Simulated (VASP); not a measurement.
# AlBN (P4/mmm) in VASP: further runs

Runs on AlBN. Level: PBE. Tasks: single point, relaxation of cell and atoms.

All numbers are computed with VASP 6.6.1; they aren't measurements. Logs are shortened: lines on timing, memory, paths and dates and some standing lists are left out, and cuts for length are marked.

### Step 1. The cell of the first run

The structure is tetragonal, space group P4/mmm (No. 123). The conventional cell has a = 2.645 Å, b = 2.645 Å, c = 5.420 Å, α = 90.00°, β = 90.00°, γ = 90.00°. Within 2.5 Å of Al (site symmetry 4/mmm) lie 4 N at 1.87 Å. B (site symmetry 4/mmm) has 4 B at 2.64 Å and 2 Al at 2.71 Å and 8 N at 3.29 Å within 3.5 Å. Within 2.5 Å of N (site symmetry 4/mmm) lie 4 Al at 1.87 Å.

### Step 2. Single point, PBE

INCAR reads:

```
SYSTEM = AlBN
ALGO = Normal
EDIFF = 1E-6
ENCUT = 520
GGA = PE
ISIF = 2
ISMEAR = 0
LASPH = .TRUE.
LCHARG = .FALSE.
LREAL = .FALSE.
LWAVE = .FALSE.
NBANDS = 12
NELM = 100
PREC = Accurate
SIGMA = 0.1
```

KPOINTS reads:

```
k-points
0
G
  18 18 10
  0 0 0
```

POSCAR reads:

```
AlBN
1.0
    2.6449946188      0.0000000000      0.0000000000
    0.0000000000      2.6449946188      0.0000000000
    0.0000000000      0.0000000000      5.4203089157
Al B N
1 1 1
Direct
    0.5000000000      0.5000000000      0.0000000000
    0.5000000000      0.5000000000      0.5000000000
    0.0000000000      0.0000000000      0.0000000000
```

Potentials or basis: VASP PAW PBE potentials, release 64 (Al, B, N).

Command:

```console
$ cat potpaw_PBE.64/Al/POTCAR potpaw_PBE.64/B/POTCAR potpaw_PBE.64/N/POTCAR > POTCAR
$ mpirun -np 1 vasp_std > vasp.out
```

OUTCAR:

```text
SYSTEM = AlBN
   EDIFF = 1E-6
   ENCUT = 520
   GGA = PE
   ISIF = 2
   ISMEAR = 0
   LASPH = .TRUE.
   LREAL = .FALSE.
   NELM = 100
   PREC = Accurate

 ion  position               nearest neighbor table
   1  0.500  0.500  0.000-   3 1.87   3 1.87   3 1.87   3 1.87   2 2.71   2 2.71
   2  0.500  0.500  0.500-   1 2.71   1 2.71
   3  0.000  0.000  0.000-   1 1.87   1 1.87   1 1.87   1 1.87

  LATTYP: Found a simple tetragonal cell.
 ALAT       =     2.6449946188
 C/A-ratio  =     2.0492702999

  Lattice vectors:

 A1 = (   2.6449946188,   0.0000000000,   0.0000000000)
 A2 = (   0.0000000000,   2.6449946188,   0.0000000000)
 A3 = (   0.0000000000,   0.0000000000,   5.4203089157)

Analysis of symmetry for initial positions (statically):
=====================================================================
 Subroutine PRICEL returns:
 Original cell was already a primitive cell.

 Routine SETGRP: Setting up the symmetry group for a
 simple tetragonal supercell.

 Subroutine GETGRP returns: Found 16 space group operations
 (whereof 16 operations were pure point group operations)
 out of a pool of 16 trial point group operations.

The static configuration has the point symmetry D_4h.

Analysis of symmetry for dynamics (positions and initial velocities):
=====================================================================
 Subroutine PRICEL returns:
 Original cell was already a primitive cell.

 Routine SETGRP: Setting up the symmetry group for a
 simple tetragonal supercell.

 Subroutine GETGRP returns: Found 16 space group operations
 (whereof 16 operations were pure point group operations)
 out of a pool of 16 trial point group operations.

The dynamic configuration has the point symmetry D_4h.

 Subroutine INISYM returns: Found 16 space group operations
 (whereof 16 operations are pure point group operations),
 and found     1 'primitive' translations

----------------------------------------------------------------------------------------

                                     Primitive cell

  volume of cell :      37.9205

  direct lattice vectors                    reciprocal lattice vectors
     2.644994619  0.000000000  0.000000000     0.378072603  0.000000000  0.000000000
     0.000000000  2.644994619  0.000000000     0.000000000  0.378072603  0.000000000
     0.000000000  0.000000000  5.420308916     0.000000000  0.000000000  0.184491330

  length of vectors
[... 95 lines left out ...]
   NELECT =      11.0000    total number of electrons
   NUPDOWN=      -1.0000    fix difference up-down
   EMIN   =  10.00;   EMAX   =-10.00  energy-range for DOS
   EFERMI =   0.00;   METHOD = LEGACY
   ISMEAR =     0;   SIGMA  =   0.10  broadening in eV -4-tet -1-fermi 0-gaus
   EFERMI_NEDOS =   21; number of points for ismear=-14 and -15
   IALGO  =     38    algorithm
   IMIX   =      4    mixing-type and parameters
     AMIX     =   0.40;   BMIX     =  1.00
     AMIX_MAG =   1.60;   BMIX_MAG =  1.00
  volume/ion in A,a.u.               =      12.64        85.30
  Fermi-wavevector in a.u.,A,eV,Ry     =   1.083714  2.047922 15.979160  1.174435
  Thomas-Fermi vector in A             =   2.219786
   LORBIT       =      0    0 simple, 1 ext, 2 COOP (PROOUT), +10 PAW based schemes
   GGA     = PE    functional components
   LHFCALC =     F    Hartree Fock is set to
   AEXX    =    0.0000 exact exchange contribution
   IVDW    =     0    specifies the selected vdW correction
   LEPSILON=     F    determine dielectric tensor
   LRPA    =     F    only Hartree local field effects (RPA)
 non-spin polarized calculation
 Gauss-broadening in eV      SIGMA  =   0.10
  energy-cutoff  :      520.00
  volume of cell :       37.92
 maximum number of plane-waves:      1044
 NGX is ok and might be reduce to    20
   NGX =  9   NGY =  9   NGZ = 21

 number of electron      10.9999998 magnetization

 Free energy of the ion-electron system (eV)
  ---------------------------------------------------
  ext. energy  EPLUGINS =         0.00000000
  ---------------------------------------------------
  free energy    TOTEN  =       -16.08087639 eV

  energy without entropy =      -16.07323882  energy(sigma->0) =      -16.07705761

 E-fermi :   4.2422     XC(G=0):  -9.9958

 val. band max:        4.2406925150   @ k =   0.5000   0.4444   0.1000
 cond. band min:       4.2446591673   @ k =   0.4444   0.2222   0.5000
 fundamental gap:      0.0039666522
 Fermi energy:         4.2422202809

 k-point     1 :       0.0000    0.0000    0.0000
  band No.  band energies     occupation
      1     -12.0366      2.00000
      2      -3.5116      2.00000
      3      -1.2351      2.00000
      4       3.0880      2.00000
      5       3.0880      2.00000
      6       5.6570      0.00000
      7       9.2640      0.00000
      8       9.9823      0.00000
      9       9.9823      0.00000
     10      12.8182      0.00000
     11      15.8921      0.00000
     12      17.3698      0.00000
[... 331 lines left out ...]
 k-point    24 :       0.3333    0.1111    0.0000
  band No.  band energies     occupation
      1     -10.4841      2.00000
      2      -2.4524      2.00000
      3      -0.8809      2.00000
      4       0.8006      2.00000
      5       2.5622      2.00000
      6       4.5415      0.00002
      7       5.0523      0.00000
      8       9.7548      0.00000
      9      11.9439      0.00000
     10      13.2114      0.00000
     11      15.3447      0.00000
     12      16.0605      0.00000

 [... further k-points ...]

------------------------ aborting loop because EDIFF is reached ----------------------------------------

  FORCE on cell =-STRESS in cart. coord.  units (eV):
  Direction    XX          YY          ZZ          XY          YZ          ZX
  --------------------------------------------------------------------------------------
  -------------------------------------------------------------------------------------
  Total       -0.0188896     -0.0188896     -0.0226520      0.0000000      0.0000000      0.0000000
  in kB       -0.7981030     -0.7981030     -0.9570700      0.0000000      0.0000000      0.0000000
  external PRESSURE =      -0.8510920 kB  Pullay stress =       0.0000000 kB

 VOLUME and BASIS-vectors are now :
 -----------------------------------------------------------------------------
  energy-cutoff  :      520.00
  volume of cell :       37.92
      direct lattice vectors                 reciprocal lattice vectors
     2.644994619  0.000000000  0.000000000     0.378072603  0.000000000  0.000000000
     0.000000000  2.644994619  0.000000000     0.000000000  0.378072603  0.000000000
     0.000000000  0.000000000  5.420308916     0.000000000  0.000000000  0.184491330

 POSITION                                       TOTAL-FORCE (eV/Angst)
 -----------------------------------------------------------------------------------
      1.32250      1.32250      0.00000         0.000000      0.000000      0.000000
      1.32250      1.32250      2.71015         0.000000      0.000000      0.000000
      0.00000      0.00000      0.00000         0.000000      0.000000      0.000000
 -----------------------------------------------------------------------------------
    total drift:                               -0.000000      0.000000     -0.000000

  FREE ENERGIE OF THE ION-ELECTRON SYSTEM (eV)
  ---------------------------------------------------
  free  energy   TOTEN  =       -16.0808763892 eV

  energy  without entropy=      -16.0732388241  energy(sigma->0) =      -16.07705761
```

stdout:

```text
POSCAR found type information on POSCAR AlB N
 POSCAR found :  3 types and       3 ions
 scaLAPACK will be used
 LDA part: xc-table for (Slater+PW92), standard interpolation
 POSCAR, INCAR and KPOINTS ok, starting setup
 FFT: planning ... GRIDC
 FFT: planning ... GRID_SOFT
 FFT: planning ... GRID
 WAVECAR not read
 entering main loop
```

Run time: 49 s. Hardware: 1 thread of AMD EPYC 9R45 (Zen 5), shared host; peak memory 0.24 GiB.

What came out:

```yaml
Free_energy: -16.0809 eV
Pressure: -0.1 GPa
```

### Step 3. Relaxation of cell and atoms, PBE

This run uses another cell than the first one, of 11.88 Å³/atom, 0.940 times its volume.

INCAR reads:

```
SYSTEM = AlBN
ALGO     = Normal         ! electronic algorithm
EDIFF    = 1E-6           ! SCF threshold, eV
EDIFFG   = -0.01          ! ionic threshold
ENCUT    = 600            ! plane-wave cutoff, eV
GGA      = PE             ! functional
IBRION   = 2              ! ionic algorithm
ISIF     = 3              ! what is computed and relaxed
ISMEAR   = 0              ! smearing method
LASPH    = .True.         ! aspherical terms in the spheres
LCHARG   = .False.        ! write CHGCAR
LREAL    = .False.        ! projectors in reciprocal space
LWAVE    = .False.        ! write WAVECAR
NELM     = 100            ! most SCF steps
NSW      = 100            ! ionic steps
PREC     = Accurate       ! precision mode
SIGMA    = 0.1            ! smearing width, eV
```

KPOINTS reads:

```
k-points
0
Gamma
  18 18 10
  0 0 0
```

POSCAR reads:

```
AlBN
1.0
    2.6765177957      0.0000000000      0.0000000000
    0.0000000000      2.6765177957      0.0000000000
    0.0000000000      0.0000000000      4.9746189398
Al B N
1 1 1
Direct
    0.5000000000      0.5000000000      0.0000000000
    0.5000000000      0.5000000000      0.5000000000
    0.0000000000      0.0000000000      0.0000000000
```

Potentials or basis: VASP PAW PBE potentials, release 64 (Al, B, N).

Command:

```console
$ cat potpaw_PBE.64/Al/POTCAR potpaw_PBE.64/B/POTCAR potpaw_PBE.64/N/POTCAR > POTCAR
$ mpirun -np 1 vasp_std > vasp.out
```

It took 4.9 min on 1 thread of AMD EPYC 9R45 (Zen 5), shared host; peak memory 0.26 GiB.

The run converged. Its results:

```
Free energy                            : -16.0811 eV
Relaxed volume                         : 12.57 Å³/atom
Relaxed cell                           : a = 2.646 Å, b = 2.646 Å, c = 5.389 Å, α = 90.00°, β = 90.00°, γ = 90.00°
Space group after relaxing (to 0.05 Å) : P4/mmm (No. 123)
Energy gained by relaxing              : 5.0 meV/atom
Ionic steps                            : 11
Pressure after relaxing                : 0.0 GPa
```

Step by step:
| step | energy change (eV) | largest force (eV/Å) | pressure (GPa) | volume (Å³) |
| --- | --- | --- | --- | --- |
| 1 | 0.0000 | 0.0000 | -0.12 | 35.64 |
| 2 | -0.0017 | 0.0000 | 0.55 | 35.59 |
| 3 | -0.0022 | 0.0000 | 1.94 | 35.50 |
| 4 | -0.0024 | 0.0000 | 1.40 | 35.53 |
| 5 | -0.0032 | 0.0000 | 1.36 | 35.61 |
| 6 | -0.0055 | 0.0000 | 1.22 | 35.83 |
| 7 | -0.0094 | 0.0000 | 0.98 | 36.28 |
| 8 | -0.0139 | 0.0000 | 0.82 | 37.17 |
| 9 | -0.0142 | 0.0000 | 0.82 | 37.54 |
| 10 | -0.0143 | 0.0000 | -0.79 | 37.89 |
| 11 | -0.0149 | 0.0000 | 0.01 | 37.72 |

Final structure:
```
CELL_PARAMETERS angstrom
2.64555 0.00000 0.00000
0.00000 2.64555 0.00000
0.00000 0.00000 5.38898
ATOMIC_POSITIONS crystal
Al 0.50000 0.50000 0.00000
B 0.50000 0.50000 0.50000
N 0.00000 0.00000 0.00000
```

Levels at points of the mesh, in eV from the Fermi level:
```tsv
k point	band 1	band 2	band 3	band 4	band 5	band 6	band 7	band 8	band 9
(0.00, 0.00, 0.00)	-16.29	-7.75	-5.50	-1.17	-1.17	1.45	5.07	5.73	5.73
(0.50, 0.00, 0.00)	-14.18	-8.00	-4.13	-2.20	-2.17	-0.78	-0.67	6.74	9.07
(0.50, 0.50, 0.00)	-12.63	-5.97	-5.97	-1.84	-0.36	0.08	0.08	1.74	4.98
(0.00, 0.00, 0.50)	-16.26	-8.55	-2.74	-1.81	-1.16	-1.16	5.66	5.66	7.92
(0.50, 0.00, 0.50)	-14.17	-7.82	-4.90	-3.47	-0.78	-0.36	0.88	5.56	6.75
(0.50, 0.50, 0.50)	-12.63	-5.93	-5.93	-1.60	-0.44	-0.20	-0.20	0.78	7.14
```

### Step 4. Single point, PBE

This run uses another cell than the first one, of 12.60 Å³/atom, 0.997 times its volume.

INCAR reads:

```
SYSTEM = AlBN
ALGO = Normal ; EDIFF = 1E-7
ENCUT = 520 ; GGA = PE
ISIF = 2 ; ISMEAR = 0
LASPH = .TRUE. ; LCHARG = .TRUE.
LELF = .TRUE. ; LREAL = .FALSE.
LVHAR = .TRUE. ; LWAVE = .FALSE.
NBANDS = 12 ; NELM = 100
PREC = Accurate ; SIGMA = 0.1
```

KPOINTS reads:

```
k-points
0
G
  18 18 8
  0 0 0
```

POSCAR reads:

```
AlBN
1.0
    2.6456205396      0.0000000000      0.0000000000
    0.0000000000      2.6456205396      0.0000000000
    0.0000000000      0.0000000000      5.4026394010
Al B N
1 1 1
Direct
    0.5000000000      0.5000000000      0.0000000000
    0.5000000000      0.5000000000      0.5000000000
    0.0000000000      0.0000000000      0.0000000000
```

Command:

```console
$ cat potpaw_PBE.64/Al/POTCAR potpaw_PBE.64/B/POTCAR potpaw_PBE.64/N/POTCAR > POTCAR
$ mpirun -np 1 vasp_std > vasp.out
```

Run time: 52 s. Hardware: 1 thread of AMD EPYC 9R45 (Zen 5), shared host; peak memory 0.21 GiB.

The run converged. Its results:

```
Free energy : -16.0815 eV
Pressure    : -0.1 GPa
```

Stress tensor (GPa, compression positive):
```
-0.03  0.00  0.00
 0.00 -0.03  0.00
 0.00  0.00 -0.15
```

Levels at points of the mesh, in eV from the Fermi level:
| k point | band 3 | band 4 | band 5 | band 6 | band 7 | band 8 |
| --- | --- | --- | --- | --- | --- | --- |
| (0.00, 0.00, 0.00) | -5.49 | -1.16 | -1.16 | 1.44 | 5.05 | 5.73 |
| (0.50, 0.00, 0.00) | -4.14 | -2.19 | -2.17 | -0.77 | -0.66 | 6.74 |
| (0.50, 0.50, 0.00) | -5.97 | -1.83 | -0.36 | 0.08 | 0.08 | 1.76 |
| (0.00, 0.00, 0.50) | -2.76 | -1.81 | -1.16 | -1.16 | 5.67 | 5.67 |
| (0.50, 0.00, 0.50) | -4.89 | -3.46 | -0.77 | -0.37 | 0.88 | 5.53 |
| (0.50, 0.50, 0.50) | -5.93 | -1.59 | -0.43 | -0.20 | -0.20 | 0.80 |

### Step 5. Relaxation of cell and atoms, PBE

INCAR reads:

```
PREC = Accurate
ENCUT = 600
EDIFF = 1E-6
ISMEAR = 0
SIGMA = 0.1
LREAL = False
LASPH = True
NELM = 100
ALGO = Normal
ISIF = 3
LWAVE = False
LCHARG = False
GGA = PE
IBRION = 2
NSW = 100
EDIFFG = -0.01
```

KPOINTS reads:

```
Automatic mesh
0
Gamma
  18 18 8
```

POSCAR reads:

```
AlBN
1.0
    2.6449946188      0.0000000000      0.0000000000
    0.0000000000      2.6449946188      0.0000000000
    0.0000000000      0.0000000000      5.4203089157
Al B N
1 1 1
Direct
    0.5000000000      0.5000000000      0.0000000000
    0.5000000000      0.5000000000      0.5000000000
    0.0000000000      0.0000000000      0.0000000000
```

Command:

```console
$ cat potpaw_PBE.64/Al/POTCAR potpaw_PBE.64/B/POTCAR potpaw_PBE.64/N/POTCAR > POTCAR
$ mpirun -np 1 vasp_std > vasp.out
```

Wall time 3.5 min (1 thread of AMD EPYC 9R45 (Zen 5), shared host); peak memory 0.25 GiB.

It converged, with:

| Quantity | Value |
| --- | --- |
| Free energy | -16.0830 eV |
| Relaxed volume | 12.52 Å³/atom |
| Relaxed cell | a = 2.647 Å, b = 2.647 Å, c = 5.359 Å, α = 90.00°, β = 90.00°, γ = 90.00° |
| Space group after relaxing (to 0.05 Å) | P4/mmm (No. 123) |
| Energy gained by relaxing | 0.1 meV/atom |
| Ionic steps | 10 |
| Pressure after relaxing | 0.0 GPa |

The path:
```csv
step,energy change (eV),largest force (eV/Å),pressure (GPa),volume (Å³)
1,0.0000,0.0000,-0.13,37.92
2,0.0000,0.0000,-0.01,37.86
3,-0.0001,0.0000,0.03,37.85
4,-0.0001,0.0000,0.13,37.81
5,-0.0001,0.0000,0.10,37.82
6,-0.0001,0.0000,0.10,37.81
7,-0.0001,0.0000,0.13,37.77
8,-0.0002,0.0000,0.18,37.69
9,-0.0003,0.0000,0.27,37.52
10,-0.0003,0.0000,0.00,37.55
```

Final structure:
```
Al B N
1.0
     2.64691    0.00000    0.00000
     0.00000    2.64691    0.00000
     0.00000    0.00000    5.35923
Al B N
1 1 1
Cartesian
  1.3235 1.3235 0.0000
  1.3235 1.3235 2.6796
  0.0000 0.0000 0.0000
```

Levels at points of the mesh, in eV from the Fermi level:
```csv
k point,band 3,band 4,band 5,band 6,band 7,band 8
"(0.00, 0.00, 0.00)",-5.52,-1.18,-1.18,1.49,5.12,5.72
"(0.50, 0.00, 0.00)",-4.12,-2.21,-2.17,-0.79,-0.71,6.73
"(0.50, 0.50, 0.00)",-5.98,-1.88,-0.37,0.09,0.09,1.70
"(0.00, 0.00, 0.50)",-2.69,-1.81,-1.17,-1.17,5.65,5.65
"(0.50, 0.00, 0.50)",-4.92,-3.50,-0.79,-0.32,0.87,5.63
"(0.50, 0.50, 0.50)",-5.94,-1.63,-0.46,-0.21,-0.21,0.73
```

### Step 6. Overview

```csv
task,cell,k mesh,cutoff (eV),gap on the mesh (eV),pressure (GPa),relaxed volume (Å³/atom)
single point,"a = 2.645, b = 2.645, c = 5.420 Å, 3 atoms",18 × 18 × 10,520,none,-0.1,-
relaxation of cell and atoms,"relaxed from a = 2.677, b = 2.677, c = 4.975 Å, 3 atoms",18 × 18 × 10,600,none,0.0,12.57
single point,"a = 2.646, b = 2.646, c = 5.403 Å, 3 atoms",18 × 18 × 8,520,none,-0.1,-
relaxation of cell and atoms,"relaxed from a = 2.645, b = 2.645, c = 5.420 Å, 3 atoms",18 × 18 × 8,600,none,0.0,12.52
```

Alike in all rows: level PBE; potentials or basis VASP PAW PBE potentials, release 64 (Al, B, N); no spin polarisation; smearing gaussian 0.1 eV.

Total energies depend on the potentials used, so only differences within one code and one set of settings carry meaning.
